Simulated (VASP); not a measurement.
# Ti (P6_3/mmc) in VASP: a series of runs, part 2 of 2

VASP 6.6.1. Earlier steps stand in the parts before.

**3. Single point, r2SCAN**

This run uses another cell than the first one, of 17.99 Å³/atom, 1.010 times its volume.

POSCAR

```
Ti
1.0
    2.9350879604      0.0000000000      0.0000000000
   -1.4675439802      2.5418607360      0.0000000000
    0.0000000000      0.0000000000      4.8240000000
Ti
2
Direct
    0.3333333333      0.6666666667      0.2500000000
    0.6666666667      0.3333333333      0.7500000000
```

INCAR.step1

```
PREC = Accurate
ENCUT = 520
ISMEAR = 1
SIGMA = 0.05
LREAL = False
LASPH = True
NELM = 60
NBANDS = 19
GGA = PE
ALGO = Normal
EDIFF = 1E-4
LWAVE = True
LCHARG = False
```

INCAR.step2

```
PREC = Accurate
ENCUT = 520
EDIFF = 1E-7
ISMEAR = 1
SIGMA = 0.05
LREAL = False
LASPH = True
NELM = 60
ALGO = Normal
ISIF = 2
LWAVE = False
LCHARG = False
METAGGA = R2SCAN
LMIXTAU = True
NBANDS = 19
ISTART = 1
```

KPOINTS

```
Automatic mesh
0
Gamma
  18 18 10
```

Potentials or basis: VASP PAW PBE potentials, release 64 (Ti_sv).

Run with:

```console
cat potpaw_PBE.64/Ti_sv/POTCAR > POTCAR
cp INCAR.step1 INCAR
mpirun -np 1 vasp_std > vasp.out
cp INCAR.step2 INCAR
mpirun -np 1 vasp_std > vasp.out
```

OUTCAR:

```text
PREC = Accurate
   ENCUT = 520
   EDIFF = 1E-7
   ISMEAR = 1
   LREAL = False
   LASPH = True
   NELM = 60
   ISIF = 2
   METAGGA = R2SCAN
   ISTART = 1

 ion  position               nearest neighbor table
   1  0.333  0.667  0.250-
   2  0.667  0.333  0.750-

  LATTYP: Found a hexagonal cell.
 ALAT       =     2.9350879604
 C/A-ratio  =     1.6435623276

  Lattice vectors:

 A1 = (   2.9350879604,   0.0000000000,   0.0000000000)
[... 713 lines left out ...]
     19      12.3159      0.00000

 [... further k-points ...]

------------------------ aborting loop because EDIFF is reached ----------------------------------------

  FORCE on cell =-STRESS in cart. coord.  units (eV):
  Direction    XX          YY          ZZ          XY          YZ          ZX
  --------------------------------------------------------------------------------------
  -------------------------------------------------------------------------------------
  Total       -0.5258039     -0.5258039     -1.5966022     -0.0000000      0.0000000      0.0000000
  in kB      -23.4074559    -23.4074559    -71.0766811     -0.0000000      0.0000000      0.0000000
  external PRESSURE =     -39.2971977 kB  Pullay stress =       0.0000000 kB

 VOLUME and BASIS-vectors are now :
 -----------------------------------------------------------------------------
  energy-cutoff  :      520.00
  volume of cell :       35.99
      direct lattice vectors                 reciprocal lattice vectors
     2.935087960  0.000000000  0.000000000     0.340705292  0.196706292  0.000000000
    -1.467543980  2.541860736  0.000000000     0.000000000  0.393412584  0.000000000
     0.000000000  0.000000000  4.824000000     0.000000000  0.000000000  0.207296849

 POSITION                                       TOTAL-FORCE (eV/Angst)
 -----------------------------------------------------------------------------------
     -0.00000      1.69457      1.20600        -0.000000     -0.000000      0.000000
      1.46754      0.84729      3.61800         0.000000      0.000000      0.000000
 -----------------------------------------------------------------------------------
    total drift:                               -0.000000      0.000000     -0.000000

  FREE ENERGIE OF THE ION-ELECTRON SYSTEM (eV)
  ---------------------------------------------------
  free  energy   TOTEN  =       -25.8727014353 eV

  energy  without entropy=      -25.8727951636  energy(sigma->0) =      -25.87273268
```

OUTCAR.step1:

```text
PREC = Accurate
   ENCUT = 520
   ISMEAR = 1
   LREAL = False
   LASPH = True
[... 753 lines left out ...]
     -0.00000      1.69457      1.20600        -0.000000      0.000000      0.000000
      1.46754      0.84729      3.61800         0.000000     -0.000000      0.000000
 -----------------------------------------------------------------------------------
    total drift:                               -0.000000      0.000000     -0.000000

  FREE ENERGIE OF THE ION-ELECTRON SYSTEM (eV)
  ---------------------------------------------------
  free  energy   TOTEN  =       -15.6455983386 eV

  energy  without entropy=      -15.6459715159  energy(sigma->0) =      -15.64572273
```

OSZICAR.step1:

```text
N       E                     dE             d eps       ncg     rms          rms(c)
DAV:   1     0.262529766743E+03    0.26253E+03   -0.13057E+04  8460   0.156E+03
DAV:   2     0.127049850548E+02   -0.24982E+03   -0.24574E+03  8669   0.439E+02
DAV:   3    -0.164985263708E+02   -0.29204E+02   -0.28845E+02 15808   0.122E+02
DAV:   4    -0.177603162074E+02   -0.12618E+01   -0.12603E+01  9757   0.267E+01
DAV:   5    -0.178208224797E+02   -0.60506E-01   -0.60501E-01 12505   0.417E+00    0.115E+01
DAV:   6    -0.156487282484E+02    0.21721E+01   -0.80876E+00  9756   0.280E+01    0.279E+00
DAV:   7    -0.156301727290E+02    0.18556E-01   -0.69988E-01 12751   0.599E+00    0.203E+00
DAV:   8    -0.156523347369E+02   -0.22162E-01   -0.18391E-01  9345   0.495E+00    0.630E-01
DAV:   9    -0.156452086094E+02    0.71261E-02   -0.42464E-02  9762   0.201E+00    0.676E-02
DAV:  10    -0.156455511617E+02   -0.34255E-03   -0.28808E-03 12131   0.314E-01    0.768E-02
DAV:  11    -0.156455983386E+02   -0.47177E-04   -0.10497E-04  6424   0.739E-02
   1 F= -.15645598E+02 E0= -.15645723E+02  d E =0.373177E-03
```

Wall time 5.6 min (1 thread of Intel Xeon Platinum 8488C (Sapphire Rapids), shared host); peak memory 0.25 GiB.

Results:

* Free energy: -25.8727 eV
* Pressure: -3.9 GPa
* Band gap on the k mesh: zero (band 12 reaches 8.73 eV, above the bottom of band 13 at 7.66 eV)

Stress tensor (GPa, compression positive):
```
-2.34  0.00  0.00
 0.00 -2.34  0.00
 0.00  0.00 -7.11
```

Caveat: the PAW data sets were made with another functional, which shifts forces and pressure a little.

**4. Single point, r2SCAN**

This run uses another cell than the first one, of 18.12 Å³/atom, 1.017 times its volume.

POSCAR

```
Ti
1.0
    3.0036000000      0.0000000000      0.0000000000
   -1.5018000000      2.6011939028      0.0000000000
    0.0000000000      0.0000000000      4.6384185731
Ti
2
Direct
    0.3333333333      0.6666666667      0.2500000000
    0.6666666667      0.3333333333      0.7500000000
```

INCAR.step1

```
SYSTEM = Ti
  ALGO = Normal
  EDIFF = 1E-4
  ENCUT = 520
  GGA = PE
  ISMEAR = 1
  LASPH = .TRUE.
  LCHARG = .FALSE.
  LREAL = .FALSE.
  LWAVE = .TRUE.
  NBANDS = 19
  NELM = 100
  PREC = Accurate
  SIGMA = 0.05
```

INCAR.step2

```
SYSTEM = Ti
  ALGO = Normal
  EDIFF = 1E-7
  ENCUT = 520
  ISIF = 2
  ISMEAR = 1
  ISTART = 1
  LASPH = .TRUE.
  LCHARG = .FALSE.
  LMIXTAU = .TRUE.
  LREAL = .FALSE.
  LWAVE = .FALSE.
  METAGGA = R2SCAN
  NBANDS = 19
  NELM = 100
  PREC = Accurate
  SIGMA = 0.05
```

KPOINTS

```
k-points
0
G
  18 18 10
  0 0 0
```

Run with:

```console
cat potpaw_PBE.64/Ti_sv/POTCAR > POTCAR
cp INCAR.step1 INCAR
mpirun -np 1 vasp_std > vasp.out
cp INCAR.step2 INCAR
mpirun -np 1 vasp_std > vasp.out
```

Wall time 4.9 min (1 thread of Intel Xeon Platinum 8488C (Sapphire Rapids), shared host); peak memory 0.25 GiB.

It converged, with:

```yaml
Free_energy: -25.8750 eV
Pressure: -4.7 GPa
Band_gap_on_the_k_mesh: zero (band 12 reaches 8.76 eV, above the bottom of band 13 at 7.58 eV)
```

Stress tensor (GPa, compression positive):
```
-5.55  0.00  0.00
 0.00 -5.55  0.00
 0.00  0.00 -2.98
```

Levels at points of the mesh, in eV from the Fermi level:
| k point | band 10 | band 11 | band 12 | band 13 | band 14 | band 15 |
| --- | --- | --- | --- | --- | --- | --- |
| (0.00, 0.00, 0.00) | -2.76 | 0.68 | 0.79 | 0.79 | 1.06 | 1.33 |
| (0.50, 0.00, 0.00) | -2.20 | -1.81 | -0.99 | 0.46 | 0.73 | 1.28 |
| (0.00, 0.00, 0.50) | -4.60 | 0.14 | 0.14 | 0.67 | 0.67 | 0.67 |
| (0.50, 0.00, 0.50) | -2.58 | -0.80 | -0.80 | 1.10 | 1.10 | 1.73 |

Caveat: the PAW data sets were made with another functional, which shifts forces and pressure a little.

**5. Overview**

```csv
cell,gap on the mesh (eV),pressure (GPa)
"a = 2.867, b = 2.867, c = 5.010 Å, angles 90.0, 90.0, 120.0°, 2 atoms",none,-2.9
"a = 2.935, b = 2.935, c = 4.824 Å, angles 90.0, 90.0, 120.0°, 2 atoms",none,-3.9
"a = 3.004, b = 3.004, c = 4.638 Å, angles 90.0, 90.0, 120.0°, 2 atoms",none,-4.7
```

Alike in all rows: task single point; level r2SCAN; potentials or basis VASP PAW PBE potentials, release 64 (Ti_sv); no spin polarisation; k mesh 18 × 18 × 10; cutoff (eV) 520; smearing methfessel-paxton 0.05 eV.

Caveats: the PAW data sets were made with another functional, which shifts forces and pressure a little.

Total energies depend on the potentials used, so only differences within one code and one set of settings carry meaning.
